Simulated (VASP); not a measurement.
Here is a VASP 6.6.1 calculation.

File INCAR:

```
PREC     = Accurate       # precision mode
ENCUT    = 520            # plane-wave cutoff, eV
EDIFF    = 1E-6           # SCF threshold, eV
ISMEAR   = -1             # smearing method
SIGMA    = 0.08           # smearing width, eV
LREAL    = False          # projectors in reciprocal space
LASPH    = True           # aspherical terms in the spheres
NELM     = 100            # most SCF steps
ALGO     = Normal         # electronic algorithm
ISIF     = 2              # what is computed and relaxed
LWAVE    = False          # write WAVECAR
LCHARG   = True           # write CHGCAR
GGA      = CA             # functional
LELF     = True           # ELF
LVHAR    = True         
NBANDS   = 9              # bands
```

Contents of KPOINTS:

```
regular mesh
0
Gamma
  15 15 15
```

Contents of POSCAR:

```
Be
1.0
    0.0000000000      2.2850189491      2.2850189491
    2.2850189491      0.0000000000      2.2850189491
    2.2850189491      2.2850189491      0.0000000000
Be
2
Direct
   -0.1250000000     -0.1250000000     -0.1250000000
    0.1250000000      0.1250000000      0.1250000000
```

Potentials or basis: VASP PAW LDA potentials, release 64 (Be).

Launch:

```bash
$ cat potpaw_LDA.64/Be/POTCAR > POTCAR
$ mpirun -np 1 vasp_std > vasp.out
```

**Question.** Predict the band gap on the k mesh.

**Answer.** Zero (band 2 reaches 8.18 eV, above the bottom of band 3 at 0.95 eV).

**Question.** Estimate the pressure.

**Answer.** 10.4 GPa.
